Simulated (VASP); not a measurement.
# Si16B (a cell with a defect) in VASP: single point with PBEsol

Aim: the single point of Si16B (a cell with a defect) with PBEsol.

Everything below comes from runs of VASP 6.6.1. Logs are shortened: lines on timing, memory, paths and dates and some standing lists are left out, and cuts for length are marked.

### 1 The cell of the first run

The cell holds a defect, 17 atoms: a = 7.679 Å, b = 7.679 Å, c = 7.679 Å, α = 60.00°, β = 60.00°, γ = 60.00°.

### 2 Single point, PBEsol, collinear spin

Input file INCAR:

```
PREC = Accurate ; ENCUT = 520
EDIFF = 1E-7 ; ISMEAR = -1
SIGMA = 0.05 ; LREAL = Auto
LASPH = T ; NELM = 150
ALGO = Normal ; ISIF = 2
LWAVE = F ; LCHARG = T
ISPIN = 2 ; MAGMOM = 0 0 0 0 0 0 0 0 0 0 0 0 0 0 0 0 1
LORBIT = 11 ; GGA = PS
LELF = T ; LVHAR = T
NBANDS = 52
```

Input file KPOINTS:

```
regular mesh
0
Gamma
  2 2 2
```

Input file POSCAR:

```
Si16B
1.0
    0.0000000000      5.4300000000      5.4300000000
    5.4300000000      0.0000000000      5.4300000000
    5.4300000000      5.4300000000      0.0000000000
Si B
16 1
Direct
    0.0019216663      0.0036260752     -0.0021162148
    0.1361159076      0.1169592250      0.1303272296
   -0.0011814389     -0.0072082909      0.5153246837
    0.1347016490      0.1350415090      0.6210354535
    0.0019860762      0.4966501785     -0.0021059661
    0.1305659890      0.6281283682      0.1133548150
   -0.0017678787      0.5076473857      0.4865299916
    0.1346472167      0.6090272754      0.6213054680
    0.5099594491     -0.0046625833     -0.0005321508
    0.6295934650      0.1266160467      0.1220653135
    0.5073547842      0.0006844174      0.4951650994
    0.6229129258      0.1247798404      0.6275418690
    0.5052034491      0.5012968096     -0.0075770376
    0.6296234873      0.6218120651      0.1221704338
    0.5072726529      0.4968047833      0.4952623502
    0.6265726646      0.6279515915      0.6175453621
    0.1707608346      0.2624804031      0.8031256998
```

Potentials or basis: VASP PAW PBE potentials, release 64 (Si, B).

Run with:

```sh
$ cat potpaw_PBE.64/Si/POTCAR potpaw_PBE.64/B/POTCAR > POTCAR
$ mpirun -np 1 vasp_std > vasp.out
```

OUTCAR:

```text
PREC = Accurate
   ENCUT = 520
   EDIFF = 1E-7
   ISMEAR = -1
   LREAL = Auto
   LASPH = T
   NELM = 150
   ISIF = 2
   ISPIN = 2
   LORBIT = 11
   GGA = PS

 ion  position               nearest neighbor table
   1  0.002  0.004  0.998-  10 2.33  17 2.35   6 2.36   4 2.36   2 2.38
   2  0.136  0.117  0.130-  17 2.11   9 2.34   5 2.38   1 2.38   3 2.41
   3  0.999  0.993  0.515-  12 2.36   8 2.41   4 2.41   2 2.41
   4  0.135  0.135  0.621-  17 2.24  11 2.34   7 2.34   1 2.36   3 2.41
   5  0.002  0.497  0.998-  14 2.33   6 2.36  17 2.36   8 2.36   2 2.38
   6  0.131  0.628  0.113-   7 2.34  13 2.35   1 2.36   5 2.36
   7  0.998  0.508  0.487-  16 2.33   6 2.34   8 2.34   4 2.34
   8  0.135  0.609  0.621-  17 2.25  15 2.34   7 2.34   5 2.36   3 2.41
   9  0.510  0.995  0.999-  12 2.33  10 2.34  14 2.34   2 2.34
  10  0.630  0.127  0.122-   1 2.33  11 2.34   9 2.34  13 2.35
  11  0.507  0.001  0.495-  12 2.33  16 2.34   4 2.34  10 2.34
  12  0.623  0.125  0.628-   9 2.33  15 2.33  11 2.33   3 2.36
  13  0.505  0.501  0.992-   6 2.35  10 2.35  14 2.35  16 2.35
  14  0.630  0.622  0.122-   5 2.33  15 2.34   9 2.34  13 2.35
  15  0.507  0.497  0.495-  12 2.33  16 2.34   8 2.34  14 2.34
  16  0.627  0.628  0.618-   7 2.33  15 2.34  11 2.34  13 2.35
  17  0.171  0.262  0.803-   2 2.11   4 2.24   8 2.25   1 2.35   5 2.36

  LATTYP: Found a face centered cubic cell.
 ALAT       =    10.8600000000

  Lattice vectors:

 A1 = (   0.0000000000,   5.4300000000,   5.4300000000)
 A2 = (   5.4300000000,   0.0000000000,   5.4300000000)
 A3 = (   5.4300000000,   5.4300000000,   0.0000000000)

Analysis of symmetry for initial positions (statically):
=====================================================================
 Subroutine PRICEL returns:
 Original cell was already a primitive cell.

 Routine SETGRP: Setting up the symmetry group for a
 face centered cubic supercell.

 Subroutine GETGRP returns: Found  1 space group operations
 (whereof  1 operations were pure point group operations)
 out of a pool of 48 trial point group operations.

The static configuration has the point symmetry C_1 .

Analysis of symmetry for dynamics (positions and initial velocities):
=====================================================================
 Subroutine PRICEL returns:
 Original cell was already a primitive cell.

 Routine SETGRP: Setting up the symmetry group for a
 face centered cubic supercell.

 Subroutine GETGRP returns: Found  1 space group operations
 (whereof  1 operations were pure point group operations)
 out of a pool of 48 trial point group operations.

The dynamic configuration has the point symmetry C_1 .

Analysis of structural, dynamic, and magnetic symmetry:
=====================================================================
 Subroutine PRICEL returns:
 Original cell was already a primitive cell.

 Routine SETGRP: Setting up the symmetry group for a
 face centered cubic supercell.

 Subroutine GETGRP returns: Found  1 space group operations
 (whereof  1 operations were pure point group operations)
 out of a pool of 48 trial point group operations.

The overall configuration has the point symmetry C_1 .

 Subroutine INISYM returns: Found  1 space group operations
 (whereof  1 operations are pure point group operations),
 and found     1 'primitive' translations

----------------------------------------------------------------------------------------

                                     Primitive cell

  volume of cell :     320.2060

  direct lattice vectors                    reciprocal lattice vectors
     0.000000000  5.430000000  5.430000000    -0.092081031  0.092081031  0.092081031
     5.430000000  0.000000000  5.430000000     0.092081031 -0.092081031  0.092081031
     5.430000000  5.430000000  0.000000000     0.092081031  0.092081031 -0.092081031

  length of vectors
     7.679179644  7.679179644  7.679179644     0.159489025  0.159489025  0.159489025

  position of ions in fractional coordinates (direct lattice)
     0.001921666  0.003626075  0.997883785
     0.136115908  0.116959225  0.130327230
     0.998818561  0.992791709  0.515324684
     0.134701649  0.135041509  0.621035453
     0.001986076  0.496650178  0.997894034
     0.130565989  0.628128368  0.113354815
[... 9 lines left out ...]
     0.626572665  0.627951592  0.617545362
     0.170760835  0.262480403  0.803125700

  ion indices of the primitive-cell ions
[... 62 lines left out ...]
   NGXF,Y,Z  is equivalent  to a cutoff of  25.98, 25.98, 25.98 a.u.
 SYSTEM =  unknown system
   PREC   = accura    normal or accurate (medium, high low for compatibility)
   ISTART =      0    job   : 0-new  1-cont  2-samecut
   ICHARG =      2    charge: 1-file 2-atom 10-const
   ISPIN  =      2    spin polarized calculation?
   LNONCOLLINEAR =      F non collinear calculations
   LSORBIT =      F    spin-orbit coupling
   LASPH  =      T    aspherical Exc in radial PAW
   ENCUT  =  520.0 eV  38.22 Ry    6.18 a.u.  14.28 14.28 14.28*2*pi/ulx,y,z
   NELM   =    150;   NELMIN=  2; NELMDL= -5     # of ELM steps
   EDIFF  = 0.1E-06   stopping-criterion for ELM
   LREAL  =      T    real-space projection
   EDIFFG = 0.1E-05   stopping-criterion for IOM
   NSW    =      0    number of steps for IOM
   IBRION =     -1    ionic relax: 0-MD 1-quasi-New 2-CG
   NFREE  =      0    steps in history (QN), initial steepest desc. (CG)
   ISIF   =      2    stress and relaxation
   ISYM   =      2    0-nonsym 1-usesym 2-fastsym
   POTIM  = 0.5000    time-step for ionic-motion
   TEBEG  =    0.0;   TEEND  =   0.0 temperature during run
   PSTRESS=    0.0 pullay stress
   NELECT =      67.0000    total number of electrons
   NUPDOWN=      -1.0000    fix difference up-down
   EMIN   =  10.00;   EMAX   =-10.00  energy-range for DOS
   EFERMI =   0.00;   METHOD = LEGACY
   ISMEAR =    -1;   SIGMA  =   0.05  broadening in eV -4-tet -1-fermi 0-gaus
   EFERMI_NEDOS =   21; number of points for ismear=-14 and -15
   IALGO  =     38    algorithm
   IMIX   =      4    mixing-type and parameters
     AMIX     =   0.40;   BMIX     =  1.00
     AMIX_MAG =   1.60;   BMIX_MAG =  1.00
  volume/ion in A,a.u.               =      18.84       127.11
  Fermi-wavevector in a.u.,A,eV,Ry     =   0.971904  1.836632 12.852022  0.944597
  Thomas-Fermi vector in A             =   2.102159
   LORBIT       =     11    0 simple, 1 ext, 2 COOP (PROOUT), +10 PAW based schemes
   GGA     = PS    functional components
   LHFCALC =     F    Hartree Fock is set to
   AEXX    =    0.0000 exact exchange contribution
   IVDW    =     0    specifies the selected vdW correction
   LEPSILON=     F    determine dielectric tensor
   LRPA    =     F    only Hartree local field effects (RPA)
 spin polarized calculation
  energy-cutoff  :      520.00
  volume of cell :      320.21
 maximum number of plane-waves:      8646
 NGX is ok and might be reduce to    60
   NGX = 29   NGY = 29   NGZ = 29

 number of electron      67.0000000 magnetization      -0.0000473

 number of electron      67.0000000 magnetization       0.0000063

 Free energy of the ion-electron system (eV)
  ---------------------------------------------------
  ext. energy  EPLUGINS =         0.00000000
  ---------------------------------------------------
  free energy    TOTEN  =       -94.36346871 eV

  energy without entropy =      -94.33824693  energy(sigma->0) =      -94.35085782

 E-fermi :   6.3206     XC(G=0):  -9.7082

 val. band max:        6.2316140531   @ k =   0.0000   0.5000   0.0000
 cond. band min:       6.4082326213   @ k =   0.5000   0.0000   0.5000
 fundamental gap:      0.1766185682
 Fermi energy:         6.3206413258

 spin component 1

 k-point     1 :       0.0000    0.0000    0.0000
  band No.  band energies     occupation
      1      -6.4124      1.00000
      2      -4.2422      1.00000
      3      -3.9477      1.00000
      4      -3.9094      1.00000
      5      -3.6593      1.00000
      6      -2.5694      1.00000
[... 373 lines left out ...]
     44       9.8258      0.00000
     45      10.1195      0.00000
 Fermi energy:         6.3206413258

 spin component 2

 k-point     1 :       0.0000    0.0000    0.0000
  band No.  band energies     occupation
      1      -6.4124      1.00000
      2      -4.2422      1.00000
      3      -3.9477      1.00000
      4      -3.9094      1.00000
      5      -3.6593      1.00000
      6      -2.5694      1.00000
[... 373 lines left out ...]
     44       9.8258      0.00000
     45      10.1195      0.00000
 [bands above 45 left out]

------------------------ aborting loop because EDIFF is reached ----------------------------------------

  FORCE on cell =-STRESS in cart. coord.  units (eV):
  Direction    XX          YY          ZZ          XY          YZ          ZX
  --------------------------------------------------------------------------------------
  -------------------------------------------------------------------------------------
  Total        2.4486617      2.5601577      2.4700847     -0.6497984      0.6345641     -1.0609085
  in kB       12.2520818     12.8099614     12.3592736     -3.2513199      3.1750940     -5.3083436
  external PRESSURE =      12.4737723 kB  Pullay stress =       0.0000000 kB

 VOLUME and BASIS-vectors are now :
 -----------------------------------------------------------------------------
  energy-cutoff  :      520.00
  volume of cell :      320.21
      direct lattice vectors                 reciprocal lattice vectors
     0.000000000  5.430000000  5.430000000    -0.092081031  0.092081031  0.092081031
     5.430000000  0.000000000  5.430000000     0.092081031 -0.092081031  0.092081031
     5.430000000  5.430000000  0.000000000     0.092081031  0.092081031 -0.092081031

 POSITION                                       TOTAL-FORCE (eV/Angst)
 -----------------------------------------------------------------------------------
      5.43820      5.42894      0.03012         0.013378     -0.029390      0.015135
      1.34277      1.44679      1.37420         0.052821      0.066513     -0.053535
      8.18907      8.22180     10.81444        -0.035159      0.031303      0.034890
      4.10550      4.10365      1.46471        -0.032328     -0.002053     -0.006303
      8.11538      5.42935      2.70759        -0.012650     -0.029666     -0.012810
      4.02625      1.32449      4.11971        -0.020857      0.010173      0.020749
[... 9 lines left out ...]
      6.76305      6.75556      6.81207         0.021766      0.014518     -0.021367
      5.78624      5.28820      2.35250        -0.010205     -0.016383      0.010875
 -----------------------------------------------------------------------------------
    total drift:                               -0.004348     -0.000108      0.001802

  FREE ENERGIE OF THE ION-ELECTRON SYSTEM (eV)
  ---------------------------------------------------
  free  energy   TOTEN  =       -94.3634687099 eV

  energy  without entropy=      -94.3382469327  energy(sigma->0) =      -94.35085782

 total charge

# of ion       s       p       d       tot
------------------------------------------
    1        0.754   0.918   0.000   1.672
    2        0.743   0.935   0.000   1.679
    3        0.782   0.889   0.000   1.671
    4        0.740   0.935   0.000   1.676
    5        0.754   0.918   0.000   1.672
    6        0.757   0.933   0.000   1.690
[... 9 lines left out ...]
   16        0.739   0.960   0.000   1.699
   17        0.786   0.848   0.000   1.634
--------------------------------------------------
tot         12.769  15.853   0.000  28.622

 magnetization (x)

# of ion       s       p       d       tot
------------------------------------------
    1        0.000   0.000   0.000   0.000
    2        0.000   0.000   0.000   0.000
    3       -0.000  -0.000   0.000  -0.000
    4        0.000   0.000   0.000   0.000
    5        0.000   0.000   0.000   0.000
    6       -0.000  -0.000   0.000  -0.000
[... 9 lines left out ...]
   16        0.000   0.000   0.000   0.000
   17       -0.000  -0.000   0.000  -0.000
--------------------------------------------------
tot          0.000  -0.000   0.000  -0.000
```

Run time: 14 min. Hardware: 1 thread of Intel Xeon 8259CL, shared host; peak memory 0.71 GiB.

What came out:

```yaml
Free_energy: -94.3635 eV
Pressure: 1.2 GPa
Largest_force: 0.100 eV/Å
Net_moment: 0.00 μB per cell
Valence_electrons_inside_the_program's_atomic_spheres: Si 1.67, 1.68, 1.69, 1.70 (each value once); B 1.63
```

Forces in eV/Å, atoms in the order of the input:
```
Si   0.013 -0.029  0.015
Si   0.053  0.067 -0.054
Si  -0.035  0.031  0.035
Si  -0.032 -0.002 -0.006
Si  -0.013 -0.030 -0.013
Si  -0.021  0.010  0.021
Si   0.021 -0.002 -0.020
Si   0.005 -0.001  0.030
Si   0.000  0.025 -0.001
Si   0.026 -0.032  0.009
Si  -0.003 -0.008 -0.022
Si  -0.012 -0.004  0.011
Si  -0.027  0.019  0.026
Si  -0.010 -0.033 -0.025
Si   0.022 -0.008  0.003
Si   0.022  0.015 -0.021
B   -0.010 -0.016  0.011
```

Stress tensor (GPa, compression positive):
```
 1.23 -0.33 -0.53
-0.33  1.28  0.32
-0.53  0.32  1.24
```

Caveat: the k points lie up to 0.50 Å⁻¹ apart; the PAW data sets were made with another functional, which shifts forces and pressure a little.
